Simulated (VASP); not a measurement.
Input of a VASP 6.6.1 run:

INCAR

```
  PREC = Accurate
  ENCUT = 520
  EDIFF = 1E-6
  ISMEAR = -1
  SIGMA = 0.03
  LREAL = False
  LASPH = True
  NELM = 60
  ALGO = Normal
  ISIF = 2
  LWAVE = False
  LCHARG = False
  GGA = PS
  NBANDS = 38
```

KPOINTS

```
regular mesh
0
Gamma
  8 8 8
```

File POSCAR:

```
GeMoO5
1.0
   -1.7304955582      3.0186270664      3.7331277954
    1.7304955582     -3.0186270664      3.7331277954
    1.7304955582      3.0186270664     -3.7331277954
Ge Mo O
1 1 5
Direct
    0.5000000000      0.5000000000      0.0000000000
    0.0000000000      0.0000000000      0.0000000000
    0.8126892363      0.5000000000      0.3126892363
    0.1873107637      0.5000000000      0.6873107637
    0.2402348861      0.2402348861      0.0000000000
    0.7597651139      0.7597651139      0.0000000000
    0.5000000000      0.0000000000      0.5000000000
```

Potentials or basis: VASP PAW PBE potentials, release 64 (Ge_d, Mo_sv, O).

Command:

```bash
$ cat potpaw_PBE.64/Ge_d/POTCAR potpaw_PBE.64/Mo_sv/POTCAR potpaw_PBE.64/O/POTCAR > POTCAR
$ mpirun -np 1 vasp_std > vasp.out
```

Task: Estimate the largest force.

Result: 0.069 eV/Å.

Task: What does it give for the band gap on the k mesh?

Result: Zero (bands 29 and 30 overlap by 0.13 eV).

Task: What does it give for the pressure?

Result: 0.1 GPa.

Forces in eV/Å, atoms in the order of the input:
```
Ge   0.000  0.000  0.000
Mo   0.000  0.000  0.000
O    0.000 -0.008  0.000
O    0.000  0.008  0.000
O    0.000  0.000  0.069
O    0.000  0.000 -0.069
O    0.000  0.000  0.000
```

Caveat: the PAW data sets were made with another functional, which shifts forces and pressure a little.
